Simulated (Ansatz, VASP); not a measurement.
F in VASP and in Ansatz

INCAR

```
SYSTEM = F
  ALGO = Normal
  EDIFF = 1E-6
  ENCUT = 1350
  GGA = PE
  GGA_COMPAT = .False.
  ISIF = 2
  ISMEAR = -1
  LASPH = .True.
  LCHARG = .False.
  LREAL = .False.
  LWAVE = .False.
  NBANDS = 22
  NELM = 120
  PREC = Accurate
  SIGMA = 0.05
```

File KPOINTS:

```
k-points
0
Gamma
  9 9 4
  0 0 0
```

The input POSCAR:

```
F
1.0
    2.7128332818     -1.6178351208      0.0000000000
    2.7128332818      1.6178351208      0.0000000000
   -1.5152525174      0.0000000000      7.0237882955
F
4
Direct
    0.4950000000      0.4950000000      0.4000000000
    0.5050000000      0.5050000000      0.6000000000
    0.9496000000      0.9496000000      0.9004000000
    0.0504000000      0.0504000000      0.0996000000
```

input.yaml

```yaml
crystal:
  lattice:
    - [2.7128332818, -1.6178351208, 0.0]
    - [2.7128332818, 1.6178351208, 0.0]
    - [-1.5152525174, 0.0, 7.0237882955]
  atoms:
    - { symbol: F, position: [0.495, 0.495, 0.4] }
    - { symbol: F, position: [0.505, 0.505, 0.6] }
    - { symbol: F, position: [0.9496, 0.9496, 0.9004] }
    - { symbol: F, position: [0.0504, 0.0504, 0.0996] }
hamiltonian:
  xc: pbe
  pseudopotentials: { kind: paw }
kpoints:
  mp_grid: { grid: [9, 9, 4] }
scf:
  occupations: { method: fermi_dirac, width: 0.05 }
output:
  forces: true
  stress: true
  eigenvalues: true
```

Alike in both runs: task single point; functional PBE; k mesh 9 × 9 × 4; occupations fermi-dirac, width 0.05 eV; no spin polarisation.

```csv
,VASP,Ansatz
version,VASP 6.6.1,Ansatz 0.2.0
potentials or method,"VASP PAW PBE potentials, release 64 (F_h)",Ansatz PAW
plane-wave cutoff (eV),1350,420
valence electrons in the cell,28,28
```

VASP gave:

| Item | Value |
| --- | --- |
| gap on the k mesh at the Fermi level (eV) | 2.51 |
| least direct gap on the mesh (eV) | 2.51 |
| pressure (GPa) | -0.1 |
| traceless stress, the component that is largest in VASP (GPa) | -1.08 |
| rms of the force components (eV/Å) | 0.148 |

Problem. What did Ansatz give for the same quantities?

Solution. gap on the k mesh at the Fermi level (eV): 2.51; least direct gap on the mesh (eV): 2.51; pressure (GPa): 0.5; traceless stress, the component that is largest in VASP (GPa): -1.17; rms of the force components (eV/Å): 0.148.

Atom by atom the forces differ by 0.001 eV/Å (rms over components). The functional is the same, so the differences come from potentials, cutoffs and numerics.

Noted on Ansatz's run: odd divisions of the mesh miss points on the zone boundary, where band edges often lie, so the gap on the mesh can be too wide.
